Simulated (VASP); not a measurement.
# Si2Mo in VASP: single point with PBEsol

Aim: the single point of Si2Mo with PBEsol.

Everything below comes from runs of VASP 6.6.1. Logs are shortened: lines on timing, memory, paths and dates and some standing lists are left out, and cuts for length are marked.

### 1 The cell of the first run

The typed cell holds 6 atoms: a = 4.173 Å, b = 4.785 Å, c = 4.829 Å, α = 74.60°, β = 90.00°, γ = 115.85°.

### 2 Single point, PBEsol

INCAR

```
PREC = Accurate
ENCUT = 520
EDIFF = 1E-6
ISMEAR = -1
SIGMA = 0.05
LREAL = False
LASPH = True
NELM = 100
ALGO = Normal
ISIF = 2
LWAVE = False
LCHARG = False
GGA = PS
NBANDS = 31
```

KPOINTS

```
regular mesh
0
Gamma
  6 6 4
```

POSCAR

```
Si2Mo
1.0
    4.1734442127      0.0026904777      0.0020386772
   -2.0896383741      4.2616851205      0.6071860099
   -0.0028143341      0.7592904741      4.7684465242
Si Mo
4 2
Direct
    0.7099631620      0.4089694367      0.1714750876
    0.3041724213      0.5973860250      0.8338128474
    0.0120595145      0.0131320023     -0.0070240846
   -0.0317997697     -0.0745725343      0.5230749215
    0.6438530555      0.2767212486      0.7023389963
    0.3893716755      0.7677727238      0.2920515413
```

Potentials or basis: VASP PAW PBE potentials, release 64 (Si, Mo_sv).

Launch:

```console
cat potpaw_PBE.64/Si/POTCAR potpaw_PBE.64/Mo_sv/POTCAR > POTCAR
mpirun -np 1 vasp_std > vasp.out
```

OUTCAR:

```text
PREC = Accurate
   ENCUT = 520
   EDIFF = 1E-6
   ISMEAR = -1
   LREAL = False
   LASPH = True
   NELM = 100
   ISIF = 2
   GGA = PS

 ion  position               nearest neighbor table
   1  0.710  0.409  0.171-   5 2.46   3 2.49   5 2.49   2 2.62   2 2.62   6 2.65   6 2.76   6 2.76
                             3 2.98   3 2.98   4 3.08   4 3.08
   2  0.304  0.597  0.834-   3 2.40   6 2.50   6 2.53   1 2.62   1 2.62   5 2.68   5 2.68   4 2.71
                             4 2.71   5 2.80   3 2.99   3 2.99
   3  0.012  0.013  0.993-   2 2.40   4 2.41   4 2.47   1 2.49   6 2.58   6 2.58   5 2.58   5 2.58
                             1 2.98   1 2.98   2 2.99   2 2.99
   4  0.968  0.925  0.523-   3 2.41   3 2.47   6 2.55   6 2.55   5 2.67   2 2.71   2 2.71   5 2.86
                             5 2.86   1 3.08   1 3.08
   5  0.644  0.277  0.702-   1 2.46   1 2.49   3 2.58   3 2.58   4 2.67   2 2.68   2 2.68   2 2.80
                             4 2.86   4 2.86   6 3.04   6 3.21   6 3.21   6 3.36
   6  0.389  0.768  0.292-   2 2.50   2 2.53   4 2.55   4 2.55   3 2.58   3 2.58   1 2.65   1 2.76
                             1 2.76   5 3.04   5 3.21   5 3.21   5 3.36

  LATTYP: Found a triclinic cell.
 ALAT       =     4.7852168953
 B/A-ratio  =     1.7847620474
 C/A-ratio  =     0.8721539001
 COS(alpha) =     0.0000296991
 COS(beta)  =     0.4361039214
 COS(gamma) =     0.7573195297

  Lattice vectors:

 A1 = (  -2.0838058386,  -4.2643755982,  -0.6092246871)
 A2 = (   0.0030182014,  -7.7667702446,   3.5520358272)
 A3 = (  -4.1734442127,  -0.0026904777,  -0.0020386772)

Analysis of symmetry for initial positions (statically):
=====================================================================
 Subroutine PRICEL returns:
 Original cell was already a primitive cell.

 Routine SETGRP: Setting up the symmetry group for a
 triclinic supercell.

 Subroutine GETGRP returns: Found  1 space group operations
 (whereof  1 operations were pure point group operations)
 out of a pool of  2 trial point group operations.

The static configuration has the point symmetry C_1 .

Analysis of symmetry for dynamics (positions and initial velocities):
=====================================================================
 Subroutine PRICEL returns:
 Original cell was already a primitive cell.

 Routine SETGRP: Setting up the symmetry group for a
 triclinic supercell.

 Subroutine GETGRP returns: Found  1 space group operations
 (whereof  1 operations were pure point group operations)
 out of a pool of  2 trial point group operations.

The dynamic configuration has the point symmetry C_1 .

 Subroutine INISYM returns: Found  1 space group operations
 (whereof  1 operations are pure point group operations),
 and found     1 'primitive' translations

----------------------------------------------------------------------------------------

                                     Primitive cell

  volume of cell :      82.9106

  direct lattice vectors                    reciprocal lattice vectors
     4.173444213  0.002690478  0.002038677     0.239542061  0.120160926 -0.018992117
    -2.089638374  4.261685121  0.607186010    -0.000136068  0.240027695 -0.038220231
    -0.002814334  0.759290474  4.768446524    -0.000085087 -0.030615092  0.214586764

  length of vectors
     4.173445578  4.785104330  4.828520705     0.268662889  0.243051639  0.216759706

  position of ions in fractional coordinates (direct lattice)
     0.709963162  0.408969437  0.171475088
     0.304172421  0.597386025  0.833812847
     0.012059515  0.013132002  0.992975915
     0.968200230  0.925427466  0.523074921
     0.643853056  0.276721249  0.702338996
     0.389371676  0.767772724  0.292051541

  ion indices of the primitive-cell ions
   primitive index   ion index
                 1           1
                 2           2
                 3           3
                 4           4
                 5           5
                 6           6

----------------------------------------------------------------------------------------

 KPOINTS: regular mesh

Automatic generation of k-mesh.
 Grid dimensions read from file:
 generate k-points for:    6    6    4

 Generating k-lattice:

  Cartesian coordinates                     Fractional coordinates (reciprocal lattice)
     0.039923677  0.020026821 -0.003165353     0.166666667 -0.000000000  0.000000000
    -0.000022678  0.040004616 -0.006370038    -0.000000000  0.166666667 -0.000000000
    -0.000021272 -0.007653773  0.053646691     0.000000000  0.000000000  0.250000000

  Length of vectors
     0.044777148  0.040508606  0.054189927

  Shift w.r.t. Gamma in fractional coordinates (k-lattice)
     0.000000000  0.000000000  0.000000000

 Subroutine IBZKPT returns following result:
 ===========================================

 Found     76 irreducible k-points:

 Following reciprocal coordinates:
            Coordinates               Weight
  0.000000  0.000000  0.000000      1.000000
  0.166667 -0.000000 -0.000000      2.000000
  0.166667 -0.166667 -0.000000      2.000000
  0.333333 -0.000000 -0.000000      2.000000
  0.333333 -0.333333 -0.000000      2.000000
  0.500000 -0.000000  0.000000      1.000000
[... 16 lines left out ...]
  0.166667 -0.166667 -0.250000      2.000000
  0.333333  0.000000  0.250000      2.000000
 [... further k-points ...]
   k-points           NKPTS =     76   k-points in BZ     NKDIM =     76   number of bands    NBANDS=     31
   number of dos      NEDOS =    301   number of ions     NIONS =      6
   total plane-waves  NPLWV =  41472
   dimension x,y,z NGX =    32 NGY =   36 NGZ =   36
   dimension x,y,z NGXF=    64 NGYF=   72 NGZF=   72
   ions per type =               4   2
   NGX,Y,Z   is equivalent  to a cutoff of  12.75, 12.51, 12.39 a.u.
   NGXF,Y,Z  is equivalent  to a cutoff of  25.49, 25.01, 24.79 a.u.
 SYSTEM =  unknown system
   PREC   = accura    normal or accurate (medium, high low for compatibility)
   ISTART =      0    job   : 0-new  1-cont  2-samecut
   ICHARG =      2    charge: 1-file 2-atom 10-const
   ISPIN  =      1    spin polarized calculation?
   LNONCOLLINEAR =      F non collinear calculations
   LSORBIT =      F    spin-orbit coupling
   LASPH  =      T    aspherical Exc in radial PAW
   ENCUT  =  520.0 eV  38.22 Ry    6.18 a.u.   7.76  8.90  8.98*2*pi/ulx,y,z
   NELM   =    100;   NELMIN=  2; NELMDL= -5     # of ELM steps
   EDIFF  = 0.1E-05   stopping-criterion for ELM
   LREAL  =      F    real-space projection
   EDIFFG = 0.1E-04   stopping-criterion for IOM
   NSW    =      0    number of steps for IOM
   IBRION =     -1    ionic relax: 0-MD 1-quasi-New 2-CG
   NFREE  =      0    steps in history (QN), initial steepest desc. (CG)
   ISIF   =      2    stress and relaxation
   ISYM   =      2    0-nonsym 1-usesym 2-fastsym
   POTIM  = 0.5000    time-step for ionic-motion
   TEBEG  =    0.0;   TEEND  =   0.0 temperature during run
   PSTRESS=    0.0 pullay stress
   NELECT =      44.0000    total number of electrons
   NUPDOWN=      -1.0000    fix difference up-down
   EMIN   =  10.00;   EMAX   =-10.00  energy-range for DOS
   EFERMI =   0.00;   METHOD = LEGACY
   ISMEAR =    -1;   SIGMA  =   0.05  broadening in eV -4-tet -1-fermi 0-gaus
   EFERMI_NEDOS =   21; number of points for ismear=-14 and -15
   IALGO  =     38    algorithm
   IMIX   =      4    mixing-type and parameters
     AMIX     =   0.40;   BMIX     =  1.00
     AMIX_MAG =   1.60;   BMIX_MAG =  1.00
  volume/ion in A,a.u.               =      13.82        93.25
  Fermi-wavevector in a.u.,A,eV,Ry     =   1.325426  2.504693 23.902106  1.756755
  Thomas-Fermi vector in A             =   2.454888
   LORBIT       =      0    0 simple, 1 ext, 2 COOP (PROOUT), +10 PAW based schemes
   GGA     = PS    functional components
   LHFCALC =     F    Hartree Fock is set to
   AEXX    =    0.0000 exact exchange contribution
   IVDW    =     0    specifies the selected vdW correction
   LEPSILON=     F    determine dielectric tensor
   LRPA    =     F    only Hartree local field effects (RPA)
 non-spin polarized calculation
  energy-cutoff  :      520.00
  volume of cell :       82.91
 maximum number of plane-waves:      2266
   NGX = 15   NGY = 17   NGZ = 17

 number of electron      43.9999999 magnetization

 Free energy of the ion-electron system (eV)
  ---------------------------------------------------
  ext. energy  EPLUGINS =         0.00000000
  ---------------------------------------------------
  free energy    TOTEN  =       -47.77500964 eV

  energy without entropy =      -47.75276611  energy(sigma->0) =      -47.76388787

 E-fermi :  11.7750     XC(G=0): -12.3369

 val. band max:       11.7383476987   @ k =  -0.0000   0.5000   0.2500
 cond. band min:      11.7795568012   @ k =   0.3333  -0.0000  -0.0000
 fundamental gap:      0.0412091024
 Fermi energy:        11.7750374806

 k-point     1 :       0.0000    0.0000    0.0000
  band No.  band energies     occupation
      1     -48.8751      2.00000
      2     -48.7823      2.00000
      3     -23.1915      2.00000
      4     -23.1066      2.00000
      5     -23.0709      2.00000
      6     -23.0152      2.00000
[... 23 lines left out ...]
     30      16.9419      0.00000
     31      17.3252      0.00000

 k-point     2 :       0.1667   -0.0000   -0.0000
  band No.  band energies     occupation
      1     -48.8742      2.00000
      2     -48.7829      2.00000
      3     -23.1857      2.00000
      4     -23.1083      2.00000
      5     -23.0782      2.00000
      6     -23.0192      2.00000
[... 23 lines left out ...]
     30      16.3638      0.00000
     31      16.7395      0.00000

 k-point     3 :       0.1667   -0.1667   -0.0000
  band No.  band energies     occupation
      1     -48.8742      2.00000
      2     -48.7829      2.00000
      3     -23.1857      2.00000
      4     -23.1083      2.00000
      5     -23.0782      2.00000
      6     -23.0192      2.00000
[... 23 lines left out ...]
     30      16.3638      0.00000
     31      16.7395      0.00000

 k-point     4 :       0.3333   -0.0000   -0.0000
  band No.  band energies     occupation
      1     -48.8725      2.00000
      2     -48.7842      2.00000
      3     -23.1745      2.00000
      4     -23.1143      2.00000
      5     -23.0925      2.00000
      6     -23.0207      2.00000
[... 23 lines left out ...]
     30      16.0431      0.00000
     31      16.5871      0.00000

 k-point     5 :       0.3333   -0.3333   -0.0000
  band No.  band energies     occupation
      1     -48.8725      2.00000
      2     -48.7842      2.00000
      3     -23.1745      2.00000
      4     -23.1143      2.00000
      5     -23.0925      2.00000
      6     -23.0206      2.00000
[... 23 lines left out ...]
     30      16.0431      0.00000
     31      16.5871      0.00000
[... 542 lines left out ...]
     30      16.1729      0.00000
     31      16.7757      0.00000

 k-point    22 :       0.1667   -0.0000    0.2500
  band No.  band energies     occupation
      1     -48.8732      2.00000
      2     -48.7839      2.00000
      3     -23.1771      2.00000
      4     -23.1150      2.00000
      5     -23.0817      2.00000
      6     -23.0180      2.00000
[... 23 lines left out ...]
     30      16.6251      0.00000
     31      16.8159      0.00000

 k-point    23 :       0.1667   -0.1667   -0.2500
  band No.  band energies     occupation
      1     -48.8732      2.00000
      2     -48.7839      2.00000
      3     -23.1771      2.00000
      4     -23.1150      2.00000
      5     -23.0817      2.00000
      6     -23.0180      2.00000
[... 23 lines left out ...]
     30      16.6251      0.00000
     31      16.8159      0.00000

 k-point    24 :       0.3333    0.0000    0.2500
  band No.  band energies     occupation
      1     -48.8723      2.00000
      2     -48.7843      2.00000
      3     -23.1859      2.00000
      4     -23.1187      2.00000
      5     -23.0842      2.00000
      6     -23.0329      2.00000
[... 23 lines left out ...]
     30      16.5729      0.00000
     31      17.0918      0.00000

 [... further k-points ...]
[... 5 lines left out ...]
  --------------------------------------------------------------------------------------
  -------------------------------------------------------------------------------------
  Total        0.1617815      0.1294784      0.1993553     -0.0005937      0.0091222      0.0000708
  in kB        3.1262893      2.5020586      3.8523701     -0.0114736      0.1762781      0.0013681
  external PRESSURE =       3.1602393 kB  Pullay stress =       0.0000000 kB

 VOLUME and BASIS-vectors are now :
 -----------------------------------------------------------------------------
  energy-cutoff  :      520.00
  volume of cell :       82.91
      direct lattice vectors                 reciprocal lattice vectors
     4.173444213  0.002690478  0.002038677     0.239542061  0.120160926 -0.018992117
    -2.089638374  4.261685121  0.607186010    -0.000136068  0.240027695 -0.038220231
    -0.002814334  0.759290474  4.768446524    -0.000085087 -0.030615092  0.214586764

 POSITION                                       TOTAL-FORCE (eV/Angst)
 -----------------------------------------------------------------------------------
      2.10791      1.87501      1.06744         0.000067      0.005596     -0.009426
      0.01878      3.17980      4.33934         0.000062     -0.003755      0.008521
      0.02009      0.80995      4.74295        -0.000199      0.001809     -0.001666
      2.10545      4.34365      3.05814        -0.000238      0.009771      0.005855
      2.10686      1.71431      3.51840         0.000167     -0.005372      0.002060
      0.01983      3.49481      1.85961         0.000139     -0.008048     -0.005345
 -----------------------------------------------------------------------------------
    total drift:                               -0.000034     -0.000170     -0.000285

  FREE ENERGIE OF THE ION-ELECTRON SYSTEM (eV)
  ---------------------------------------------------
  free  energy   TOTEN  =       -47.7750096403 eV

  energy  without entropy=      -47.7527661078  energy(sigma->0) =      -47.76388787
```

It took 74 s on 1 thread of Intel Xeon 6975P-C (Granite Rapids), shared host; peak memory 0.29 GiB.

Results:

```
Free energy            : -47.7750 eV
Pressure               : 0.3 GPa
Largest force          : 0.011 eV/Å
Band gap on the k mesh : zero (bands 22 and 23 overlap by 0.34 eV)
```

Forces in eV/Å, atoms in the order of the input:
```
Si   0.000  0.006 -0.009
Si   0.000 -0.004  0.009
Si   0.000  0.002 -0.002
Si   0.000  0.010  0.006
Mo   0.000 -0.005  0.002
Mo   0.000 -0.008 -0.005
```

Stress tensor (GPa, compression positive):
```
0.31 0.00 0.00
0.00 0.25 0.02
0.00 0.02 0.39
```

Levels at points of the mesh, in eV from the Fermi level:
```
           k point  band 19  band 20  band 21  band 22  band 23  band 24  band 25  band 26
(0.00, 0.00, 0.00)    -2.87    -2.17    -1.71    -0.07     0.83     1.59     1.68     2.88
(0.50, 0.00, 0.00)    -2.78    -1.85    -0.81    -0.15     1.24     2.01     2.29     2.71
(0.50, 0.50, 0.00)    -2.78    -1.85    -0.81    -0.15     1.24     2.01     2.29     2.71
(0.00, 0.50, 0.00)    -1.94    -1.74    -0.68    -0.06     0.20     0.93     1.61     1.96
(0.00, 0.00, 0.50)    -1.11    -0.95    -0.48     0.05     0.64     0.67     1.18     1.49
(0.50, 0.00, 0.50)    -1.64    -1.46    -1.26    -1.16     0.58     1.33     2.26     2.36
(0.50, 0.50, 0.50)    -1.64    -1.46    -1.26    -1.16     0.58     1.33     2.26     2.36
(0.00, 0.50, 0.50)    -1.78    -1.74    -0.95    -0.09     0.72     0.76     1.04     1.88
```

Caveat: the PAW data sets were made with another functional, which shifts forces and pressure a little.
